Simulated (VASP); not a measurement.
A run of VASP 6.6.1:

File INCAR:

```
PREC = Accurate ; ENCUT = 520
EDIFF = 1E-6 ; ISMEAR = -1
SIGMA = 0.1 ; LREAL = False
LASPH = True ; NELM = 80
ALGO = Normal ; ISIF = 2
LWAVE = False ; LCHARG = False
GGA = CA ; NBANDS = 19
```

KPOINTS

```
regular mesh
0
Gamma
  16 16 9
```

POSCAR

```
Cd
1.0
    2.9256599272      0.0000000000      0.0000000000
   -1.4628299636      2.5336958198      0.0000000000
    0.0000000000      0.0000000000      5.3682598386
Cd
2
Direct
    0.3333333333      0.6666666667      0.2500000000
    0.6666666667      0.3333333333      0.7500000000
```

Potentials or basis: VASP PAW LDA potentials, release 64 (Cd).

Launch:

```sh
$ cat potpaw_LDA.64/Cd/POTCAR > POTCAR
$ mpirun -np 1 vasp_std > vasp.out
```

Hardware: 1 thread of Intel Xeon 8259CL (shared host).

Question: Estimate the wall time of this run.

Answer: Wall time 90 s on 1 thread of Intel Xeon 8259CL, on a shared host, peak memory 0.21 GiB. Counts: scf iterations 11, k points 150.
